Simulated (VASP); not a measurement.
The system is MnSb.

```
CELL_PARAMETERS angstrom
4.15000 0.00000 0.00000
-2.07500 3.59401 0.00000
0.00000 0.00000 5.78000
ATOMIC_POSITIONS crystal
Sb 0.66667 0.33333 0.75000
Sb 0.33333 0.66667 0.25000
Mn 0.00000 0.00000 0.50000
Mn 0.00000 0.00000 0.00000
```

Base run:

| Item | Value |
| --- | --- |
| Program | VASP 6.6.1 |
| Functional | PBEsol |
| Potentials or basis | VASP PAW PBE potentials, release 64 (Sb, Mn_pv) |
| Cutoff | 520 eV |
| k mesh | 5 × 5 × 4 |
| Occupations | fermi-dirac, width 0.05 eV |
| Spin | non-collinear spin, typed start, spin-orbit coupling |
| Starting moments | [[0.0, 0.0, 0.0], [0.0, 0.0, 0.0], [2.309, 2.309, 2.309], [2.309, 2.309, 2.309]] μB |

Its results: pressure -7.0 GPa; net moment 6.68 μB per cell.

Task: The run is repeated on the same cell with these changes: functional from PBEsol to PBE. What comes out?

Result: Pressure -3.2 GPa; net moment 6.68 μB per cell.

PBE binds less tightly than PBEsol, so the same cell stands under more pressure.

Caveats: the cell stands under tension; the PAW data sets were made with another functional, which shifts forces and pressure a little (at least some runs).
